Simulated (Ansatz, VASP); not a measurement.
CaO: VASP beside Ansatz

```
Ca O
1.0
     0.00000    2.39755    2.39755
     2.39755    0.00000    2.39755
     2.39755    2.39755    0.00000
Ca O
1 1
Cartesian
  0.0000 0.0000 0.0000
  2.3975 2.3975 2.3975
```

Alike in both runs: task single point; functional r2SCAN; k mesh 2 × 2 × 2; no spin polarisation.

|  | VASP | Ansatz |
| --- | --- | --- |
| version | VASP 6.6.1 | Ansatz 0.2.0 |
| potentials or method | VASP PAW PBE potentials, release 64 (Ca_sv, O) | plane waves |
| plane-wave cutoff (eV) | 520 | 500 |
| occupations | gaussian, width 0.01 eV | fixed |
| valence electrons in the cell | 16 | 16 |

```csv
,VASP,Ansatz,Ansatz less VASP
gap on the k mesh at the Fermi level (eV),3.92,3.94,+0.013
pressure (GPa),2.6,1.5,-1.10
```

VASP's potentials were made for PBE, not for r2SCAN.

The k mesh is coarse, so the values compare programs but aren't converged.
